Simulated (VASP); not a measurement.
A run of VASP 6.6.1:

Contents of INCAR:

```
PREC = Accurate ; ENCUT = 520
EDIFF = 1E-7 ; ISMEAR = 0
SIGMA = 0.02 ; LREAL = Auto
LASPH = True ; NELM = 60
ALGO = Normal ; ISIF = 2
LWAVE = False ; LCHARG = False
GGA = PE ; NELECT = 288.0
NBANDS = 168
```

The input KPOINTS:

```
Automatic mesh
0
Gamma
  2 2 2
  0.5 0.5 0.5
```

POSCAR

```
Ti12HO24
1.0
    4.6433175426      4.6433175426      0.0000000000
    4.6433175426     -4.6433175426      0.0000000000
    0.0000000000      0.0000000000     -8.8916040199
Ti O H
12 24 1
Direct
    0.4937705593     -0.0113473825      0.6650263537
    0.5138051572      0.0156716613      0.3333444667
    0.4930958262     -0.0107958371      1.0016373851
   -0.0118282886      0.4945919548      0.6569119573
    0.0006857166      0.4812572002      0.3333008300
   -0.0117184533      0.4943283501      1.0097115189
    0.0061785565     -0.0119685978      0.5002215562
    0.0055522802     -0.0122362943      0.1664266646
   -0.0171870649      0.0097869680      0.8332693385
    0.4902661683      0.5090542437      0.4995793774
    0.4903770804      0.5096548919      0.1669825823
    0.5221450994      0.4740122724      0.8333012788
    0.6960068895      0.0027002245      0.5001053792
    0.6960359636      0.0027168075      0.1665445286
    0.6944252618      0.0057592443      0.8333316445
    0.1933824236      0.5038180091      0.5002178448
    0.1933703633      0.5038184398      0.1664418475
    0.2055681076      0.5353426676      0.8333530130
    0.4986551057      0.3071329899      0.3333657227
    0.4961886580      0.3034865669     -0.0004140985
    0.4962016874      0.3034808598      0.6670620944
    1.0003983052      0.8073182516      0.3333333326
    0.9955188198      0.8077898971     -0.0005645775
    0.9954791930      0.8077810672      0.6672207834
    0.4999101351      0.6942517867      0.3333690967
    0.5071684153      0.6928963980      0.0006115882
    0.5072700668      0.6928388960      0.6660464171
    1.0021034438      0.1967798867      0.3333360318
    1.0056845041      0.2021084045     -0.0020163966
    1.0056584451      0.2021002207      0.6686543830
    0.3051398030     -0.0020657644      0.5004331041
    0.3051172975     -0.0020219380      0.1662553794
    0.3038829430     -0.0159054382      0.8333333315
    0.8051585888      0.5000211549      0.4986739164
    0.8051535278      0.4999788360      0.1679669941
    0.8114101535      0.4968096579      0.8333317569
    0.2230086550      0.6850016116      0.8334562564
```

Potentials or basis: VASP PAW PBE potentials, release 64 (Ti_sv, O, H).

Command:

```bash
$ cat potpaw_PBE.64/Ti_sv/POTCAR potpaw_PBE.64/O/POTCAR potpaw_PBE.64/H/POTCAR > POTCAR
$ mpirun -np 1 vasp_std > vasp.out
```

Hardware: 1 thread of AMD EPYC 9R14 (Zen 4), with other jobs on the host.

Problem. Estimate the wall time of this run.

Solution. It took 9.1 min on 1 thread of AMD EPYC 9R14 (Zen 4) (shared host), peak memory 0.48 GiB. Counts: scf iterations 23, k points 4.
